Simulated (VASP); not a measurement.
# Al (Im-3m) in VASP: a series of runs

Al is run at these levels: r2SCAN; tasks: single point.

Everything below comes from runs of VASP 6.6.1. Logs are shortened: lines on timing, memory, paths and dates and some standing lists are left out, and cuts for length are marked.

## (1) The cell of the first run

Symmetry: Im-3m, No. 229, cubic system. The conventional cell has a = 3.189 Å, b = 3.189 Å, c = 3.189 Å, α = 90.00°, β = 90.00°, γ = 90.00°. Within 3.6 Å of Al (site symmetry m-3m) lie 14 Al at 2.76 to 3.19 Å.

## (2) Single point, r2SCAN

The input, POSCAR:

```
Al
1.0
   -1.5943685756      1.5943685756      1.5943685756
    1.5943685756     -1.5943685756      1.5943685756
    1.5943685756      1.5943685756     -1.5943685756
Al
1
Direct
    0.0000000000      0.0000000000      0.0000000000
```

The input, INCAR.step1:

```
SYSTEM = Al
PREC     = Accurate       ! precision mode
ENCUT    = 520            ! plane-wave cutoff, eV
ISMEAR   = 0              ! smearing method
SIGMA    = 0.15           ! smearing width, eV
LREAL    = .False.        ! projectors in reciprocal space
LASPH    = .True.         ! aspherical terms in the spheres
NELM     = 100            ! most SCF steps
NBANDS   = 8              ! bands
GGA      = PE             ! functional
ALGO     = Normal         ! electronic algorithm
EDIFF    = 1E-4           ! SCF threshold, eV
LWAVE    = .True.         ! write WAVECAR
LCHARG   = .False.        ! write CHGCAR
```

The input, INCAR.step2:

```
SYSTEM = Al
PREC     = Accurate       ! precision mode
ENCUT    = 520            ! plane-wave cutoff, eV
EDIFF    = 1E-6           ! SCF threshold, eV
ISMEAR   = 0              ! smearing method
SIGMA    = 0.15           ! smearing width, eV
LREAL    = .False.        ! projectors in reciprocal space
LASPH    = .True.         ! aspherical terms in the spheres
NELM     = 100            ! most SCF steps
ALGO     = Normal         ! electronic algorithm
ISIF     = 2              ! what is computed and relaxed
LWAVE    = .False.        ! write WAVECAR
LCHARG   = .False.        ! write CHGCAR
METAGGA  = R2SCAN         ! meta-GGA
LMIXTAU  = .True.       
NBANDS   = 8              ! bands
ISTART   = 1
```

The input, KPOINTS:

```
regular mesh
0
Gamma
  14 14 14
  0 0 0
```

Potentials or basis: VASP PAW PBE potentials, release 64 (Al).

Run with:

```
$ cat potpaw_PBE.64/Al/POTCAR > POTCAR
$ cp INCAR.step1 INCAR
$ mpirun -np 1 vasp_std > vasp.out
$ cp INCAR.step2 INCAR
$ mpirun -np 1 vasp_std > vasp.out
```

OUTCAR:

```text
SYSTEM = Al
   PREC = Accurate
   ENCUT = 520
   EDIFF = 1E-6
   ISMEAR = 0
   LREAL = .False.
   LASPH = .True.
   NELM = 100
   ISIF = 2
   METAGGA = R2SCAN
   ISTART = 1

 ion  position               nearest neighbor table
   1  0.000  0.000  0.000-

  LATTYP: Found a body centered cubic cell.
 ALAT       =     3.1887371512

  Lattice vectors:

 A1 = (  -1.5943685756,   1.5943685756,   1.5943685756)
 A2 = (   1.5943685756,  -1.5943685756,   1.5943685756)
 A3 = (   1.5943685756,   1.5943685756,  -1.5943685756)

Analysis of symmetry for initial positions (statically):
=====================================================================
 Subroutine PRICEL returns:
 Original cell was already a primitive cell.

 Routine SETGRP: Setting up the symmetry group for a
 body centered cubic supercell.

 Subroutine GETGRP returns: Found 48 space group operations
 (whereof 48 operations were pure point group operations)
 out of a pool of 48 trial point group operations.

The static configuration has the point symmetry O_h .

Analysis of symmetry for dynamics (positions and initial velocities):
=====================================================================
 Subroutine PRICEL returns:
 Original cell was already a primitive cell.

 Routine SETGRP: Setting up the symmetry group for a
 body centered cubic supercell.

 Subroutine GETGRP returns: Found 48 space group operations
 (whereof 48 operations were pure point group operations)
 out of a pool of 48 trial point group operations.

The dynamic configuration has the point symmetry O_h .

 Subroutine INISYM returns: Found 48 space group operations
 (whereof 48 operations are pure point group operations),
 and found     1 'primitive' translations

----------------------------------------------------------------------------------------

                                     Primitive cell

  volume of cell :      16.2116

  direct lattice vectors                    reciprocal lattice vectors
    -1.594368576  1.594368576  1.594368576     0.000000000  0.313603772  0.313603772
     1.594368576 -1.594368576  1.594368576     0.313603772  0.000000000  0.313603772
     1.594368576  1.594368576 -1.594368576     0.313603772  0.313603772  0.000000000

  length of vectors
     2.761527379  2.761527379  2.761527379     0.443502708  0.443502708  0.443502708

[... 78 lines left out ...]
   EDIFF  = 0.1E-05   stopping-criterion for ELM
   LREAL  =      F    real-space projection
   EDIFFG = 0.1E-04   stopping-criterion for IOM
   NSW    =      0    number of steps for IOM
   IBRION =     -1    ionic relax: 0-MD 1-quasi-New 2-CG
   NFREE  =      0    steps in history (QN), initial steepest desc. (CG)
   ISIF   =      2    stress and relaxation
   ISYM   =      2    0-nonsym 1-usesym 2-fastsym
   POTIM  = 0.5000    time-step for ionic-motion
   TEBEG  =    0.0;   TEEND  =   0.0 temperature during run
   PSTRESS=    0.0 pullay stress
   NELECT =       3.0000    total number of electrons
   NUPDOWN=      -1.0000    fix difference up-down
   EMIN   =  10.00;   EMAX   =-10.00  energy-range for DOS
   EFERMI =   0.00;   METHOD = LEGACY
   ISMEAR =     0;   SIGMA  =   0.15  broadening in eV -4-tet -1-fermi 0-gaus
   EFERMI_NEDOS =   21; number of points for ismear=-14 and -15
   IALGO  =     38    algorithm
   IMIX   =      4    mixing-type and parameters
     AMIX     =   0.40;   BMIX     =  1.00
     AMIX_MAG =   1.60;   BMIX_MAG =  1.00
  volume/ion in A,a.u.               =      16.21       109.40
  Fermi-wavevector in a.u.,A,eV,Ry     =   0.932910  1.762945 11.841443  0.870322
  Thomas-Fermi vector in A             =   2.059557
   LORBIT       =      0    0 simple, 1 ext, 2 COOP (PROOUT), +10 PAW based schemes
   METAGGA = R2SCAN    functional components
   LHFCALC =     F    Hartree Fock is set to
   AEXX    =    0.0000 exact exchange contribution
   IVDW    =     0    specifies the selected vdW correction
   LEPSILON=     F    determine dielectric tensor
   LRPA    =     F    only Hartree local field effects (RPA)
 non-spin polarized calculation
 Gauss-broadening in eV      SIGMA  =   0.15
  energy-cutoff  :      520.00
  volume of cell :       16.21
 maximum number of plane-waves:       466
 NGX is ok and might be reduce to    24

 number of electron       3.0000000 magnetization

 Free energy of the ion-electron system (eV)
  ---------------------------------------------------
  ext. energy  EPLUGINS =         0.00000000
  ---------------------------------------------------
  free energy    TOTEN  =        -6.62909982 eV

  energy without entropy =       -6.62437865  energy(sigma->0) =       -6.62673923

 E-fermi :   8.2186     XC(G=0): -10.9882

 val. band max:        8.1427633210   @ k =   0.2857   0.2143   0.2143
 cond. band min:       8.2326101291   @ k =   0.2857   0.2143   0.0000
 fundamental gap:      0.0898468081
 Fermi energy:         8.2186074289

 k-point     1 :       0.0000    0.0000    0.0000
  band No.  band energies     occupation
      1      -3.7694      2.00000
      2      22.3634      0.00000
      3      22.3634      0.00000
      4      22.3634      0.00000
      5      24.4096      0.00000
      6      24.4096      0.00000
      7      24.4096      0.00000
      8      25.6216      0.00000
[... 243 lines left out ...]
 k-point    24 :       0.3571    0.2857    0.0000
  band No.  band energies     occupation
      1       5.1990      2.00000
      2       5.8611      2.00000
      3       7.9487      1.98905
      4      16.0037      0.00000
      5      24.1076      0.00000
      6      25.7966      0.00000
      7      26.2031      0.00000
      8      32.1585      0.00000

 [... further k-points ...]

------------------------ aborting loop because EDIFF is reached ----------------------------------------

  FORCE on cell =-STRESS in cart. coord.  units (eV):
  Direction    XX          YY          ZZ          XY          YZ          ZX
  --------------------------------------------------------------------------------------
  -------------------------------------------------------------------------------------
  Total       -0.0130841     -0.0130841     -0.0130841      0.0000000      0.0000000      0.0000000
  in kB       -1.2930865     -1.2930865     -1.2930865      0.0000000      0.0000000      0.0000000
  external PRESSURE =      -1.2930865 kB  Pullay stress =       0.0000000 kB

 VOLUME and BASIS-vectors are now :
 -----------------------------------------------------------------------------
  energy-cutoff  :      520.00
  volume of cell :       16.21
      direct lattice vectors                 reciprocal lattice vectors
    -1.594368576  1.594368576  1.594368576     0.000000000  0.313603772  0.313603772
     1.594368576 -1.594368576  1.594368576     0.313603772  0.000000000  0.313603772
     1.594368576  1.594368576 -1.594368576     0.313603772  0.313603772  0.000000000

 POSITION                                       TOTAL-FORCE (eV/Angst)
 -----------------------------------------------------------------------------------
      0.00000      0.00000      0.00000         0.000000      0.000000      0.000000
 -----------------------------------------------------------------------------------
    total drift:                                0.000000     -0.000000     -0.000000

  FREE ENERGIE OF THE ION-ELECTRON SYSTEM (eV)
  ---------------------------------------------------
  free  energy   TOTEN  =        -6.6290998154 eV

  energy  without entropy=       -6.6243786524  energy(sigma->0) =       -6.62673923
```

OSZICAR.step1:

```text
N       E                     dE             d eps       ncg     rms          rms(c)
DAV:   1    -0.223174705870E+01   -0.22317E+01   -0.83200E+02  1680   0.203E+02
DAV:   2    -0.366684350599E+01   -0.14351E+01   -0.13646E+01  2304   0.189E+01
DAV:   3    -0.367404411200E+01   -0.72006E-02   -0.71975E-02  1992   0.147E+00
DAV:   4    -0.367406797901E+01   -0.23867E-04   -0.23868E-04  2416   0.778E-02
DAV:   5    -0.367406808286E+01   -0.10386E-06   -0.10285E-06  2008   0.350E-03    0.127E+00
DAV:   6    -0.365952582844E+01    0.14542E-01   -0.18801E-03  1872   0.196E-01    0.734E-01
DAV:   7    -0.364941234230E+01    0.10113E-01   -0.56004E-03  1832   0.317E-01    0.143E-01
DAV:   8    -0.364940632280E+01    0.60195E-05   -0.20804E-05  2008   0.315E-02
   1 F= -.36494063E+01 E0= -.36469475E+01  d E =-.491772E-02
```

It took 29 s on 1 thread of AMD EPYC 9R45 (Zen 5), shared host; peak memory 0.11 GiB.

Results:

```yaml
Free_energy: -6.6291 eV
Pressure: -0.1 GPa
```

Caveat: the PAW data sets were made with another functional, which shifts forces and pressure a little.

## (3) Single point, r2SCAN

This run uses another cell than the first one: it holds 2 atoms, not 1.

The input, POSCAR:

```
Al
1.0
    0.0000000000     -3.1887371512      0.0000000000
   -3.1887371512      0.0000000000      0.0000000000
    0.0000000000      0.0000000000     -3.1887371512
Al
2
Direct
    0.5000000000      0.5000000000      0.5000000000
    0.0000000000      0.0000000000      0.0000000000
```

The input, INCAR.step1:

```
SYSTEM = Al
  ALGO = Normal
  EDIFF = 1E-4
  ENCUT = 520
  GGA = PE
  ISMEAR = 0
  LASPH = .True.
  LCHARG = .False.
  LREAL = .False.
  LWAVE = .True.
  NBANDS = 10
  NELM = 100
  PREC = Accurate
  SIGMA = 0.15
```

The input, INCAR.step2:

```
SYSTEM = Al
  ALGO = Normal
  EDIFF = 1E-6
  ENCUT = 520
  ISIF = 2
  ISMEAR = 0
  ISTART = 1
  LASPH = .True.
  LCHARG = .False.
  LMIXTAU = .True.
  LREAL = .False.
  LWAVE = .False.
  METAGGA = R2SCAN
  NBANDS = 10
  NELM = 100
  PREC = Accurate
  SIGMA = 0.15
```

The input, KPOINTS:

```
k-points
0
Gamma
  10 10 10
  0 0 0
```

Potentials or basis: VASP PAW PBE potentials, release 64 (Al).

Run with:

```
$ cat potpaw_PBE.64/Al/POTCAR > POTCAR
$ cp INCAR.step1 INCAR
$ mpirun -np 1 vasp_std > vasp.out
$ cp INCAR.step2 INCAR
$ mpirun -np 1 vasp_std > vasp.out
```

OUTCAR:

```text
SYSTEM = Al
   EDIFF = 1E-6
   ENCUT = 520
   ISIF = 2
   ISMEAR = 0
   ISTART = 1
   LASPH = .True.
   LREAL = .False.
   METAGGA = R2SCAN
   NELM = 100
   PREC = Accurate

 ion  position               nearest neighbor table
   1  0.500  0.500  0.500-   2 2.76   2 2.76   2 2.76   2 2.76   2 2.76   2 2.76   2 2.76   2 2.76

   2  0.000  0.000  0.000-   1 2.76   1 2.76   1 2.76   1 2.76   1 2.76   1 2.76   1 2.76   1 2.76

  LATTYP: Found a simple cubic cell.
 ALAT       =     3.1887371512

  Lattice vectors:

 A1 = (   0.0000000000,  -3.1887371512,   0.0000000000)
 A2 = (  -3.1887371512,   0.0000000000,   0.0000000000)
 A3 = (   0.0000000000,   0.0000000000,  -3.1887371512)

Analysis of symmetry for initial positions (statically):
=====================================================================
 Subroutine PRICEL returns following result:

  LATTYP: Found a body centered cubic cell.
 ALAT       =     3.1887371512

  Lattice vectors:

 A1 = (  -1.5943685756,  -1.5943685756,   1.5943685756)
 A2 = (  -1.5943685756,   1.5943685756,  -1.5943685756)
 A3 = (   1.5943685756,  -1.5943685756,  -1.5943685756)

   2 primitive cells build up your supercell.
[... 182 lines left out ...]
 cond. band min:       8.2851822345   @ k =   0.4000   0.4000   0.3000
 fundamental gap:      0.0576847712
 Fermi energy:         8.2470037959

 k-point     1 :       0.0000    0.0000    0.0000
  band No.  band energies     occupation
      1      -3.7689      2.00000
      2      10.2543      0.00000
      3      10.2543      0.00000
      4      10.2543      0.00000
      5      11.1566      0.00000
      6      11.1566      0.00000
      7      14.9190      0.00000
      8      22.3627      0.00000
      9      22.3627      0.00000
     10      22.3627      0.00000
[... 287 lines left out ...]
 k-point    24 :       0.3000    0.1000    0.1000
  band No.  band energies     occupation
      1      -2.0744      2.00000
      2       3.9119      2.00000
      3       9.3437      0.00000
      4      10.1346      0.00000
      5      15.0602      0.00000
      6      15.2703      0.00000
      7      15.6288      0.00000
      8      16.6980      0.00000
      9      20.5176      0.00000
     10      21.1226      0.00000

 [... further k-points ...]
[... 5 lines left out ...]
  --------------------------------------------------------------------------------------
  -------------------------------------------------------------------------------------
  Total       -0.0485437     -0.0485437     -0.0485437      0.0000000     -0.0000000      0.0000000
  in kB       -2.3987641     -2.3987641     -2.3987641      0.0000000     -0.0000000      0.0000000
  external PRESSURE =      -2.3987641 kB  Pullay stress =       0.0000000 kB

 VOLUME and BASIS-vectors are now :
 -----------------------------------------------------------------------------
  energy-cutoff  :      520.00
  volume of cell :       32.42
      direct lattice vectors                 reciprocal lattice vectors
     0.000000000 -3.188737151  0.000000000     0.000000000 -0.313603772  0.000000000
    -3.188737151  0.000000000  0.000000000    -0.313603772  0.000000000  0.000000000
     0.000000000  0.000000000 -3.188737151     0.000000000  0.000000000 -0.313603772

 POSITION                                       TOTAL-FORCE (eV/Angst)
 -----------------------------------------------------------------------------------
     -1.59437     -1.59437     -1.59437        -0.000000      0.000000      0.000000
      0.00000      0.00000      0.00000         0.000000     -0.000000     -0.000000
 -----------------------------------------------------------------------------------
    total drift:                                0.000000      0.000000      0.000000

  FREE ENERGIE OF THE ION-ELECTRON SYSTEM (eV)
  ---------------------------------------------------
  free  energy   TOTEN  =       -13.2442817110 eV

  energy  without entropy=      -13.2287650873  energy(sigma->0) =      -13.23652340
```

OUTCAR.step1:

```text
SYSTEM = Al
   EDIFF = 1E-4
   ENCUT = 520
   GGA = PE
   ISMEAR = 0
   LASPH = .True.
   LREAL = .False.
[... 552 lines left out ...]
     -1.59437     -1.59437     -1.59437        -0.000000     -0.000000     -0.000000
      0.00000      0.00000      0.00000         0.000000      0.000000      0.000000
 -----------------------------------------------------------------------------------
    total drift:                                0.000000      0.000000     -0.000000

  FREE ENERGIE OF THE ION-ELECTRON SYSTEM (eV)
  ---------------------------------------------------
  free  energy   TOTEN  =        -7.2859696249 eV

  energy  without entropy=       -7.2706246477  energy(sigma->0) =       -7.27829714
```

It took 23 s on 1 thread of AMD EPYC 9R45 (Zen 5), shared host; peak memory 0.11 GiB.

Results:

| Quantity | Value |
| --- | --- |
| Free energy | -13.2443 eV |
| Pressure | -0.2 GPa |
| Band gap on the k mesh | zero (band 3 reaches 13.64 eV, above the bottom of band 4 at 4.19 eV) |

Caveat: the PAW data sets were made with another functional, which shifts forces and pressure a little.

## (4) Single point, r2SCAN

The input, POSCAR:

```
Al
1.0
   -1.5943685756      1.5943685756      1.5943685756
    1.5943685756     -1.5943685756      1.5943685756
    1.5943685756      1.5943685756     -1.5943685756
Al
1
Direct
    0.0000000000      0.0000000000      0.0000000000
```

The input, INCAR.step1:

```
SYSTEM = Al
  ALGO = Normal
  EDIFF = 1E-4
  ENCUT = 520
  GGA = PE
  ISMEAR = 0
  LASPH = .TRUE.
  LCHARG = .FALSE.
  LREAL = .FALSE.
  LWAVE = .TRUE.
  NBANDS = 8
  NELM = 100
  PREC = Accurate
  SIGMA = 0.1
```

The input, INCAR.step2:

```
SYSTEM = Al
  ALGO = Normal
  EDIFF = 1E-6
  ENCUT = 520
  ISIF = 2
  ISMEAR = 0
  ISTART = 1
  LASPH = .TRUE.
  LCHARG = .FALSE.
  LMIXTAU = .TRUE.
  LREAL = .FALSE.
  LWAVE = .FALSE.
  METAGGA = R2SCAN
  NBANDS = 8
  NELM = 100
  PREC = Accurate
  SIGMA = 0.1
```

The input, KPOINTS:

```
k-points
0
G
  18 18 18
  0 0 0
```

Run with:

```
$ cat potpaw_PBE.64/Al/POTCAR > POTCAR
$ cp INCAR.step1 INCAR
$ mpirun -np 1 vasp_std > vasp.out
$ cp INCAR.step2 INCAR
$ mpirun -np 1 vasp_std > vasp.out
```

It took 52 s on 1 thread of AMD EPYC 9R45 (Zen 5), shared host; peak memory 0.12 GiB.

The run converged. Its results:

```yaml
Free_energy: -6.6261 eV
Pressure: -0.3 GPa
```

Levels at points of the mesh, in eV from the Fermi level:
```csv
k point,band 1,band 2,band 3,band 4,band 5
"(0.00, 0.00, 0.00)",-12.02,14.12,14.12,14.12,16.16
"(0.50, 0.00, 0.00)",-4.81,-4.06,8.69,8.93,10.73
"(0.50, 0.50, 0.50)",2.01,2.01,2.01,2.91,2.91
```

Caveat: the PAW data sets were made with another functional, which shifts forces and pressure a little.

## (5) Summary

| cell | k mesh | smearing | gap on the mesh (eV) | pressure (GPa) |
| --- | --- | --- | --- | --- |
| a = 2.762 Å, angles 109.5°, 1 atom | 14 × 14 × 14 | gaussian 0.15 eV | none | -0.1 |
| a = 3.189 Å, 2 atoms | 10 × 10 × 10 | gaussian 0.15 eV | none | -0.2 |
| a = 2.762 Å, angles 109.5°, 1 atom | 18 × 18 × 18 | gaussian 0.1 eV | none | -0.3 |

Alike in all rows: task single point; level r2SCAN; potentials or basis VASP PAW PBE potentials, release 64 (Al); no spin polarisation; cutoff (eV) 520.

Caveats: the PAW data sets were made with another functional, which shifts forces and pressure a little.

Total energies depend on the potentials used, so only differences within one code and one set of settings carry meaning.
